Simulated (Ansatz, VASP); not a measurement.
**Two plane-wave programs on AlNi**

```
Al Ni
1.0
     2.06175   -2.06178    0.00000
     2.06175    2.06178    0.00000
     0.00000    0.00000    2.86941
Al Ni
1 1
Cartesian
  0.0000 0.0000 0.0000
  2.0618 0.0000 1.4347
```

Change from the starting cell: strain +0.0200 x Voigt [1, 1, 0, 0, 0, 0], atoms carried along.

Alike in both runs: task single point; functional PBEsol; k mesh 20 × 20 × 20; occupations gaussian, width 0.15 eV; no spin polarisation.

|  | VASP | Ansatz |
| --- | --- | --- |
| version | VASP 6.6.1 | Ansatz 0.2.0 |
| potentials or method | VASP PAW PBE potentials, release 64 (Al, Ni), cutoff 520 eV | scalar-relativistic, plane waves, PAW |
| valence electrons in the cell | 13 | 21 |

```tsv
	VASP	Ansatz	Ansatz less VASP
gap on the k mesh at the Fermi level (eV)	none	none	-
pressure (GPa)	-6.4	-6.3	+0.12
traceless stress, the component that is largest in VASP (GPa)	0.79	0.77	-0.023
```

VASP's potentials were made for PBE, not for PBEsol. A gap of «none» marks a metal or a gap that the smearing closes. With one functional, cell and mesh, what is left measures potentials, basis and numerics. VASP's potentials hold 13 valence electrons a cell and Ansatz's 21, so a difference there can come from the potentials and not from the codes. Ansatz's warnings: near symmetry operations not taken.
